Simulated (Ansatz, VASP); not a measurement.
# Cu: VASP beside Ansatz

Contents of INCAR:

```
SYSTEM = Cu
  ALGO = Normal
  EDIFF = 1E-6
  ENCUT = 520
  GGA = PE
  ISIF = 2
  ISMEAR = -1
  LASPH = .True.
  LCHARG = .True.
  LELF = .True.
  LREAL = .False.
  LVHAR = .True.
  LWAVE = .False.
  NBANDS = 12
  NELM = 60
  PREC = Accurate
  SIGMA = 0.1
```

The input KPOINTS:

```
k-points
0
Gamma
  21 21 21
  0 0 0
```

Contents of POSCAR:

```
Cu
1.0
    0.0000000000      1.5279321888      1.5279321888
    1.5279321888      0.0000000000      1.5279321888
    1.5279321888      1.5279321888      0.0000000000
Cu
1
Direct
    0.0000000000      0.0000000000      0.0000000000
```

Input for Ansatz:

```yaml
crystal:
  lattice:
    - [0.0, 1.5279321888, 1.5279321888]
    - [1.5279321888, 0.0, 1.5279321888]
    - [1.5279321888, 1.5279321888, 0.0]
  atoms:
    - { symbol: Cu, position: [0.0, 0.0, 0.0] }
kpoints:
  mp_grid: { grid: [21, 21, 21] }
scf:
  occupations: { method: fermi_dirac, width: 0.1 }
hamiltonian:
  xc: pbe
  pseudopotentials: { kind: paw }
output:
  forces: true
  stress: true
  eigenvalues: true
  write_density: true
  write_potential: true
  elf: true
  volumetric_format: npy
```

Change from the starting cell: volume scaled by 0.597, to set the pressure.

Alike in both runs: task single point; functional PBE; k mesh 21 × 21 × 21; occupations fermi-dirac, width 0.1 eV; no spin polarisation.

|  | VASP | Ansatz |
| --- | --- | --- |
| version | VASP 6.6.1 | Ansatz 0.2.0 |
| potentials or method | VASP PAW PBE potentials, release 64 (Cu) | PAW with Ansatz's default frozen-core files, scalar-relativistic |
| plane-wave cutoff (eV) | 520 | 420 |
| valence electrons in the cell | 11 | 19 |

```tsv
	VASP	Ansatz	Ansatz less VASP
pressure (GPa)	263.2	261.1	-2.06
```

Both programs put the cell under a high pressure, so it lies far from rest at this level. The functional is the same, so the differences come from potentials, cutoffs and numerics. VASP's potentials hold 11 valence electrons a cell and Ansatz's 19, so a difference there can come from the potentials and not from the codes.

Noted on VASP's run: the cell as given lies far from equilibrium.
